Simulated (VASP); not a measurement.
# K3Pd (Pm-3m) in VASP: notebook

Runs on K3Pd. Level: PBE. Tasks: single point.

All numbers are computed with VASP 6.6.1; they aren't measurements. Logs are shortened: lines on timing, memory, paths and dates and some standing lists are left out, and cuts for length are marked.

## (1) The cell of the first run

It takes space group Pm-3m (No. 221, cubic). The conventional cell has a = 5.408 Å, b = 5.408 Å, c = 5.408 Å, α = 90.00°, β = 90.00°, γ = 90.00°. Pd (site symmetry m-3m) has 12 K at 3.82 Å within 5.0 Å. K (site symmetry 4/mmm) has 4 Pd at 3.82 Å and 8 K at 3.82 Å within 5.0 Å.

## (2) Single point, PBE

Input file INCAR:

```
PREC     = Accurate       # precision mode
ENCUT    = 520            # plane-wave cutoff, eV
EDIFF    = 1E-7           # SCF threshold, eV
ISMEAR   = -1             # smearing method
SIGMA    = 0.05           # smearing width, eV
LREAL    = F              # projectors in reciprocal space
LASPH    = T              # aspherical terms in the spheres
NELM     = 100            # most SCF steps
ALGO     = Fast           # electronic algorithm
ISIF     = 2              # what is computed and relaxed
LWAVE    = F              # write WAVECAR
LCHARG   = F              # write CHGCAR
GGA      = PE             # functional
NBANDS   = 26             # bands
```

Input file KPOINTS:

```
Automatic mesh
0
Gamma
  5 5 5
```

Input file POSCAR:

```
K3Pd
1.0
    5.4084681875      0.0000000000      0.0000000000
    0.0000000000      5.4084681875      0.0000000000
    0.0000000000      0.0000000000      5.4084681875
Pd K
1 3
Direct
    0.0000000000      0.0000000000      0.0000000000
    0.0000000000      0.5000000000      0.5000000000
    0.5000000000      0.0000000000      0.5000000000
    0.5000000000      0.5000000000      0.0000000000
```

Potentials or basis: VASP PAW PBE potentials, release 64 (Pd, K_sv).

On the command line:

```
cat potpaw_PBE.64/Pd/POTCAR potpaw_PBE.64/K_sv/POTCAR > POTCAR
mpirun -np 1 vasp_std > vasp.out
```

OUTCAR:

```text
PREC = Accurate
   ENCUT = 520
   EDIFF = 1E-7
   ISMEAR = -1
   LREAL = F
   LASPH = T
   NELM = 100
   ISIF = 2
   GGA = PE

 ion  position               nearest neighbor table
   1  0.000  0.000  0.000-
   2  0.000  0.500  0.500-
   3  0.500  0.000  0.500-
   4  0.500  0.500  0.000-

  LATTYP: Found a simple cubic cell.
 ALAT       =     5.4084681875

  Lattice vectors:

 A1 = (   5.4084681875,   0.0000000000,   0.0000000000)
 A2 = (   0.0000000000,   5.4084681875,   0.0000000000)
 A3 = (   0.0000000000,   0.0000000000,   5.4084681875)

Analysis of symmetry for initial positions (statically):
=====================================================================
 Subroutine PRICEL returns:
 Original cell was already a primitive cell.

 Routine SETGRP: Setting up the symmetry group for a
 simple cubic supercell.

 Subroutine GETGRP returns: Found 48 space group operations
 (whereof 48 operations were pure point group operations)
 out of a pool of 48 trial point group operations.

The static configuration has the point symmetry O_h .

Analysis of symmetry for dynamics (positions and initial velocities):
=====================================================================
 Subroutine PRICEL returns:
 Original cell was already a primitive cell.

 Routine SETGRP: Setting up the symmetry group for a
 simple cubic supercell.

 Subroutine GETGRP returns: Found 48 space group operations
 (whereof 48 operations were pure point group operations)
 out of a pool of 48 trial point group operations.

The dynamic configuration has the point symmetry O_h .

 Subroutine INISYM returns: Found 48 space group operations
 (whereof 48 operations are pure point group operations),
 and found     1 'primitive' translations

----------------------------------------------------------------------------------------

                                     Primitive cell

  volume of cell :     158.2060

  direct lattice vectors                    reciprocal lattice vectors
     5.408468187  0.000000000  0.000000000     0.184895236  0.000000000  0.000000000
     0.000000000  5.408468187  0.000000000     0.000000000  0.184895236  0.000000000
     0.000000000  0.000000000  5.408468187     0.000000000  0.000000000  0.184895236

  length of vectors
     5.408468187  5.408468187  5.408468187     0.184895236  0.184895236  0.184895236

  position of ions in fractional coordinates (direct lattice)
     0.000000000  0.000000000  0.000000000
     0.000000000  0.500000000  0.500000000
     0.500000000  0.000000000  0.500000000
     0.500000000  0.500000000  0.000000000

  ion indices of the primitive-cell ions
   primitive index   ion index
                 1           1
                 2           2
                 3           3
                 4           4

----------------------------------------------------------------------------------------

 KPOINTS: Automatic mesh

Automatic generation of k-mesh.
 Grid dimensions read from file:
 generate k-points for:    5    5    5

 Generating k-lattice:

  Cartesian coordinates                     Fractional coordinates (reciprocal lattice)
     0.036979047  0.000000000  0.000000000     0.200000000  0.000000000  0.000000000
     0.000000000  0.036979047  0.000000000     0.000000000  0.200000000  0.000000000
     0.000000000  0.000000000  0.036979047     0.000000000  0.000000000  0.200000000

  Length of vectors
     0.036979047  0.036979047  0.036979047

  Shift w.r.t. Gamma in fractional coordinates (k-lattice)
     0.000000000  0.000000000  0.000000000

 Subroutine IBZKPT returns following result:
 ===========================================

 Found     10 irreducible k-points:

 Following reciprocal coordinates:
            Coordinates               Weight
  0.000000  0.000000  0.000000      1.000000
  0.200000  0.000000  0.000000      6.000000
  0.400000  0.000000  0.000000      6.000000
  0.200000  0.200000  0.000000     12.000000
  0.400000  0.200000  0.000000     24.000000
  0.400000  0.400000  0.000000     12.000000
  0.200000  0.200000  0.200000      8.000000
  0.400000  0.200000  0.200000     24.000000
  0.400000  0.400000  0.200000     24.000000
  0.400000  0.400000  0.400000      8.000000
   k-points           NKPTS =     10   k-points in BZ     NKDIM =     10   number of bands    NBANDS=     26
   number of dos      NEDOS =    301   number of ions     NIONS =      4
   total plane-waves  NPLWV =  64000
   dimension x,y,z NGX =    40 NGY =   40 NGZ =   40
   dimension x,y,z NGXF=    80 NGYF=   80 NGZF=   80
   ions per type =               1   3
   NGX,Y,Z   is equivalent  to a cutoff of  12.30, 12.30, 12.30 a.u.
   NGXF,Y,Z  is equivalent  to a cutoff of  24.59, 24.59, 24.59 a.u.
 SYSTEM =  unknown system
   PREC   = accura    normal or accurate (medium, high low for compatibility)
   ISTART =      0    job   : 0-new  1-cont  2-samecut
   ICHARG =      2    charge: 1-file 2-atom 10-const
   ISPIN  =      1    spin polarized calculation?
   LNONCOLLINEAR =      F non collinear calculations
   LSORBIT =      F    spin-orbit coupling
   LASPH  =      T    aspherical Exc in radial PAW
   ENCUT  =  520.0 eV  38.22 Ry    6.18 a.u.  10.06 10.06 10.06*2*pi/ulx,y,z
   NELM   =    100;   NELMIN=  2; NELMDL= -5     # of ELM steps
   EDIFF  = 0.1E-06   stopping-criterion for ELM
   LREAL  =      F    real-space projection
   EDIFFG = 0.1E-05   stopping-criterion for IOM
   NSW    =      0    number of steps for IOM
   IBRION =     -1    ionic relax: 0-MD 1-quasi-New 2-CG
   NFREE  =      0    steps in history (QN), initial steepest desc. (CG)
   ISIF   =      2    stress and relaxation
   ISYM   =      2    0-nonsym 1-usesym 2-fastsym
   POTIM  = 0.5000    time-step for ionic-motion
   TEBEG  =    0.0;   TEEND  =   0.0 temperature during run
   PSTRESS=    0.0 pullay stress
   NELECT =      37.0000    total number of electrons
   NUPDOWN=      -1.0000    fix difference up-down
   EMIN   =  10.00;   EMAX   =-10.00  energy-range for DOS
   EFERMI =   0.00;   METHOD = LEGACY
   ISMEAR =    -1;   SIGMA  =   0.05  broadening in eV -4-tet -1-fermi 0-gaus
   EFERMI_NEDOS =   21; number of points for ismear=-14 and -15
   IALGO  =     68    algorithm
   IMIX   =      4    mixing-type and parameters
     AMIX     =   0.40;   BMIX     =  1.00
     AMIX_MAG =   1.60;   BMIX_MAG =  1.00
  volume/ion in A,a.u.               =      39.55       266.91
  Fermi-wavevector in a.u.,A,eV,Ry     =   1.008636  1.906046 13.841840  1.017347
  Thomas-Fermi vector in A             =   2.141515
   LORBIT       =      0    0 simple, 1 ext, 2 COOP (PROOUT), +10 PAW based schemes
   GGA     = PE    functional components
   LHFCALC =     F    Hartree Fock is set to
   AEXX    =    0.0000 exact exchange contribution
   IVDW    =     0    specifies the selected vdW correction
   LEPSILON=     F    determine dielectric tensor
   LRPA    =     F    only Hartree local field effects (RPA)
 non-spin polarized calculation
 RMM-DIIS sequential band-by-band and
  energy-cutoff  :      520.00
  volume of cell :      158.21
 maximum number of plane-waves:      4337
   NGX = 21   NGY = 21   NGZ = 21

 number of electron      37.0000008 magnetization

 Free energy of the ion-electron system (eV)
  ---------------------------------------------------
  ext. energy  EPLUGINS =         0.00000000
  ---------------------------------------------------
  free energy    TOTEN  =        -7.56089346 eV

  energy without entropy =       -7.54492476  energy(sigma->0) =       -7.55290911

 E-fermi :   1.3908     XC(G=0):  -7.4321

 val. band max:        1.1373719862   @ k =   0.4000   0.2000   0.2000
 cond. band min:       1.3952647681   @ k =   0.4000   0.4000   0.0000
 fundamental gap:      0.2578927819
 Fermi energy:         1.3907659296

 k-point     1 :       0.0000    0.0000    0.0000
  band No.  band energies     occupation
      1     -30.4296      2.00000
      2     -30.3734      2.00000
      3     -30.3734      2.00000
      4     -14.1009      2.00000
      5     -14.1009      2.00000
      6     -14.1009      2.00000
[... 18 lines left out ...]
     25       4.7156      0.00000
     26       4.7156      0.00000

 k-point     2 :       0.2000    0.0000    0.0000
  band No.  band energies     occupation
      1     -30.4248      2.00000
      2     -30.3781      2.00000
      3     -30.3734      2.00000
      4     -14.0866      2.00000
      5     -14.0866      2.00000
      6     -14.0782      2.00000
[... 18 lines left out ...]
     25       4.8457      0.00000
     26       5.1880      0.00000

 k-point     3 :       0.4000    0.0000    0.0000
  band No.  band energies     occupation
      1     -30.4139      2.00000
      2     -30.3890      2.00000
      3     -30.3733      2.00000
      4     -14.0595      2.00000
      5     -14.0595      2.00000
      6     -14.0240      2.00000
[... 18 lines left out ...]
     25       4.9995      0.00000
     26       5.0037      0.00000

 k-point     4 :       0.2000    0.2000    0.0000
  band No.  band energies     occupation
      1     -30.4205      2.00000
      2     -30.3798      2.00000
      3     -30.3759      2.00000
      4     -14.1092      2.00000
      5     -14.0719      2.00000
      6     -14.0264      2.00000
[... 18 lines left out ...]
     25       5.0718      0.00000
     26       5.2358      0.00000

 k-point     5 :       0.4000    0.2000    0.0000
  band No.  band energies     occupation
      1     -30.4102      2.00000
      2     -30.3890      2.00000
      3     -30.3768      2.00000
      4     -14.1068      2.00000
      5     -14.0437      2.00000
      6     -13.9655      2.00000
[... 18 lines left out ...]
     25       5.1293      0.00000
     26       5.2610      0.00000

 k-point     6 :       0.4000    0.4000    0.0000
  band No.  band energies     occupation
      1     -30.4011      2.00000
      2     -30.3901      2.00000
      3     -30.3846      2.00000
      4     -14.1405      2.00000
      5     -14.0119      2.00000
      6     -13.9767      2.00000
[... 18 lines left out ...]
     25       4.9718      0.00000
     26       5.6783      0.00000

 k-point     7 :       0.2000    0.2000    0.2000
  band No.  band energies     occupation
      1     -30.4165      2.00000
      2     -30.3797      2.00000
      3     -30.3797      2.00000
      4     -14.1429      2.00000
      5     -14.0150      2.00000
      6     -14.0150      2.00000
[... 18 lines left out ...]
     25       4.8455      0.00000
     26       5.3372      0.00000

 k-point     8 :       0.4000    0.2000    0.2000
  band No.  band energies     occupation
      1     -30.4071      2.00000
      2     -30.3890      2.00000
      3     -30.3797      2.00000
      4     -14.1592      2.00000
      5     -13.9878      2.00000
      6     -13.9561      2.00000
[... 18 lines left out ...]
     25       5.0430      0.00000
     26       5.5169      0.00000

 k-point     9 :       0.4000    0.4000    0.2000
  band No.  band energies     occupation
      1     -30.3994      2.00000
      2     -30.3900      2.00000
      3     -30.3861      2.00000
      4     -14.2016      2.00000
      5     -13.9770      2.00000
      6     -13.9500      2.00000
[... 18 lines left out ...]
     25       4.5275      0.00000
     26       5.8917      0.00000

 k-point    10 :       0.4000    0.4000    0.4000
  band No.  band energies     occupation
      1     -30.3953      2.00000
      2     -30.3899      2.00000
      3     -30.3899      2.00000
      4     -14.2609      2.00000
      5     -13.9773      2.00000
      6     -13.9738      2.00000
[... 18 lines left out ...]
     25       3.9760      0.00000
     26       6.2170      0.00000

------------------------ aborting loop because EDIFF is reached ----------------------------------------

  FORCE on cell =-STRESS in cart. coord.  units (eV):
  Direction    XX          YY          ZZ          XY          YZ          ZX
  --------------------------------------------------------------------------------------
  -------------------------------------------------------------------------------------
  Total        0.1583983      0.1583983      0.1583983      0.0000000      0.0000000      0.0000000
  in kB        1.6041256      1.6041256      1.6041256      0.0000000      0.0000000      0.0000000
  external PRESSURE =       1.6041256 kB  Pullay stress =       0.0000000 kB

 VOLUME and BASIS-vectors are now :
 -----------------------------------------------------------------------------
  energy-cutoff  :      520.00
  volume of cell :      158.21
      direct lattice vectors                 reciprocal lattice vectors
     5.408468187  0.000000000  0.000000000     0.184895236  0.000000000  0.000000000
     0.000000000  5.408468187  0.000000000     0.000000000  0.184895236  0.000000000
     0.000000000  0.000000000  5.408468187     0.000000000  0.000000000  0.184895236

 POSITION                                       TOTAL-FORCE (eV/Angst)
 -----------------------------------------------------------------------------------
      0.00000      0.00000      0.00000         0.000000      0.000000      0.000000
      0.00000      2.70423      2.70423         0.000000      0.000000      0.000000
      2.70423      0.00000      2.70423         0.000000      0.000000      0.000000
      2.70423      2.70423      0.00000         0.000000      0.000000      0.000000
 -----------------------------------------------------------------------------------
    total drift:                               -0.000000      0.000000     -0.000000

  FREE ENERGIE OF THE ION-ELECTRON SYSTEM (eV)
  ---------------------------------------------------
  free  energy   TOTEN  =        -7.5608934571 eV

  energy  without entropy=       -7.5449247621  energy(sigma->0) =       -7.55290911
```

It took 46 s on 1 thread of Intel Xeon Platinum 8488C (Sapphire Rapids), shared host; peak memory 0.24 GiB.

What came out:

* Free energy: -7.5609 eV
* Pressure: 0.2 GPa

Levels at points of the mesh, in eV from the Fermi level:
| k point | band 15 | band 16 | band 17 | band 18 | band 19 | band 20 | band 21 | band 22 |
| --- | --- | --- | --- | --- | --- | --- | --- | --- |
| (0.00, 0.00, 0.00) | -1.36 | -1.21 | -1.21 | -1.21 | 0.15 | 2.75 | 2.75 | 2.75 |

(Part 1 of 3 ends here.)
